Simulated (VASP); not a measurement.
GdB, 2 atoms in the cell. It takes space group Pm-3m (No. 221, cubic). The conventional cell has a = 3.303 Å, b = 3.303 Å, c = 3.303 Å, α = 90.00°, β = 90.00°, γ = 90.00°. Gd (site symmetry m-3m) has 8 B at 2.86 Å and 6 Gd at 3.30 Å within 3.8 Å. Within 3.8 Å of B (site symmetry m-3m) lie 8 Gd at 2.86 Å and 6 B at 3.30 Å. The cell was generated, and may not be a known phase.

* Program: VASP 6.6.1
* Task: relaxation of cell and atoms
* Functional: PBE
* Potentials or basis: VASP PAW PBE potentials, release 64 (Gd, B)
* Cutoff: 600 eV
* k mesh: 6 × 6 × 6
* Occupations: gaussian, width 0.1 eV
* Spin: collinear spin, ferromagnetic start
* Starting moments: [7.0, 0.0] μB
* Dipole correction: no
* Further INCAR settings: ALGO = Normal; EDIFF = 1e-07; IBRION = 2; EDIFFG = -0.04; NSW = 90; ISIF = 3

Potentials or basis: VASP PAW PBE potentials, release 64 (Gd, B).

Run with:

```console
$ cat potpaw_PBE.64/Gd/POTCAR potpaw_PBE.64/B/POTCAR > POTCAR
$ mpirun -np 1 vasp_std > vasp.out
```

Hardware: 1 thread of Intel(R) Xeon(R) Platinum 8488C (Sapphire Rapids) (shared host).

How long does it take, and how much memory?

Run time: 3.3 min on 1 thread of Intel(R) Xeon(R) Platinum 8488C (Sapphire Rapids), on a shared host, peak memory 0.21 GiB. Counts: scf iterations 111, k points 20, ion steps 3.
